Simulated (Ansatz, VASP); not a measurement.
## MnPt2: VASP beside Ansatz

The input INCAR:

```
  PREC = Accurate
  ENCUT = 520
  EDIFF = 1E-6
  ISMEAR = -1
  SIGMA = 0.05
  LREAL = False
  LASPH = True
  NELM = 150
  ALGO = Normal
  ISIF = 2
  LWAVE = False
  LCHARG = True
  ISPIN = 2
  MAGMOM = 0 0 4
  LORBIT = 11
  LMAXMIX = 4
  GGA = PS
  LELF = True
  LVHAR = True
  NBANDS = 28
```

KPOINTS

```
regular mesh
0
Gamma
  11 11 4
```

POSCAR

```
MnPt2
1.0
    2.8197726289      0.0000000000      0.0000000000
   -1.4098863145      2.4419947296      0.0000000000
    0.0000000000      0.0000000000      6.4442160962
Pt Mn
2 1
Direct
    0.6666666667      0.3333333333      0.3162060000
    0.3333333333      0.6666666667      0.6837940000
    0.0000000000      0.0000000000      0.0000000000
```

The input input.yaml:

```yaml
crystal:
  lattice:
    - [2.8197726289, 0.0, 0.0]
    - [-1.4098863145, 2.4419947296, 0.0]
    - [0.0, 0.0, 6.4442160962]
  atoms:
    - { symbol: Pt, position: [0.6666666667, 0.3333333333, 0.316206] }
    - { symbol: Pt, position: [0.3333333333, 0.6666666667, 0.683794] }
    - { symbol: Mn, position: [0.0, 0.0, 0.0], spin: 4.0 }
kpoints:
  mp_grid: { grid: [11, 11, 4] }
scf:
  occupations: { method: fermi_dirac, width: 0.05 }
hamiltonian:
  xc: pbesol
  pseudopotentials: { kind: all_electron, lapw: { basis_error: 0.001 } }
magnetization:
  spin_polarized: true
output:
  forces: true
  stress: true
  eigenvalues: true
```

Change from the starting cell: volume scaled by 0.96.

Alike in both runs: task single point; functional PBEsol; k mesh 11 × 11 × 4; occupations fermi-dirac, width 0.05 eV; collinear spin.

```csv
,VASP,Ansatz
version,VASP 6.6.1,Ansatz 0.2.0
potentials or method,"VASP PAW PBE potentials, release 64 (Pt, Mn_pv), cutoff 520 eV","all-electron LAPW, scalar-relativistic"
```

VASP gave:

| Quantity | Value |
| --- | --- |
| gap on the k mesh at the Fermi level (eV) | none |
| pressure (GPa) | -2.4 |
| traceless stress, the component that is largest in VASP (GPa) | 3.15 |
| rms of the force components (eV/Å) | 0.056 |
| net moment per atom (μB) | 1.44 |
| size of the moment on the site where the two differ most (μB) | 3.59 |

Question: Estimate Ansatz's values.

Answer: gap on the k mesh at the Fermi level (eV): none; pressure (GPa): -2.3; traceless stress, the component that is largest in VASP (GPa): 3.01; rms of the force components (eV/Å): 0.049; net moment per atom (μB): 1.43; size of the moment on the site where the two differ most (μB): 3.62.

VASP's potentials were made for PBE, not for PBEsol. Site moments also hang on the region over which each program counts them. Atom by atom the forces differ by 0.007 eV/Å (rms over components). A gap of «none» marks a metal or a gap that the smearing closes. Ansatz ran all-electron here, and VASP with PAW potentials.

Neither program's run includes spin-orbit coupling.
